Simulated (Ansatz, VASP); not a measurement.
## Al: VASP beside Ansatz

```xyz
1
Lattice="0.0000 2.0078 2.0078 2.0078 0.0000 2.0078 2.0078 2.0078 0.0000" Properties=species:S:1:pos:R:3 pbc="T T T"
Al    0.0000    0.0000    0.0000
```

Alike in both runs: task single point; functional PBE; k mesh 14 × 14 × 14; occupations fermi-dirac, width 0.15 eV; no spin polarisation.

|  | VASP | Ansatz |
| --- | --- | --- |
| version | VASP 6.6.1 | Ansatz 0.2.0 |
| potentials or method | VASP PAW PBE potentials, release 64 (Al), cutoff 520 eV | plane waves, PAW |
| valence electrons in the cell | 3 | 3 |

```csv
,VASP,Ansatz,Ansatz less VASP
pressure (GPa),1.5,1.5,+0.03
```

With one functional, cell and mesh, what is left measures potentials, basis and numerics.
